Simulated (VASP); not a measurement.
The system is CuO.

```
Cu O
1.0
     2.55255    0.00000    0.00000
     0.00000    2.55255    0.00000
     0.00000    0.00000    2.55255
Cu O
1 1
Cartesian
  0.0000 0.0000 0.0000
  1.2763 1.2763 1.2763
```

| Item | Value |
| --- | --- |
| Program | VASP 6.6.1 |
| Task | relaxation of cell and atoms |
| Functional | PBE |
| Potentials or basis | VASP PAW PBE potentials, release 64 (Cu, O) |
| Cutoff | 600 eV |
| k mesh | 10 × 10 × 10 |
| Occupations | fermi-dirac, width 0.05 eV |
| Spin | no spin polarisation |

At the start: pressure 20.9 GPa; volume 8.32 Å³/atom.

How do energy, volume and symmetry change on relaxing?

Over 3 steps the energy falls by 50.3 meV/atom and the volume is 9.16 Å³/atom (+10.2 %); space group Pm-3m (No. 221, to 0.1 Å) before and after.

The path:
| step | energy change (eV) | largest force (eV/Å) | pressure (GPa) | volume (Å³) |
| --- | --- | --- | --- | --- |
| 1 | 0.0000 | 0.0000 | 20.90 | 16.63 |
| 2 | -0.0713 | 0.0000 | -8.49 | 19.38 |
| 3 | -0.1006 | 0.0000 | 0.00 | 18.32 |

Final structure:
```
Cu O
1.0
     2.63633    0.00000    0.00000
     0.00000    2.63633    0.00000
     0.00000    0.00000    2.63633
Cu O
1 1
Direct
  0.00000 0.00000 0.00000
  0.50000 0.50000 0.50000
```

Caveat: an odd number of electrons without spin polarisation forces a metal; a magnetic or distorted state may lie lower.
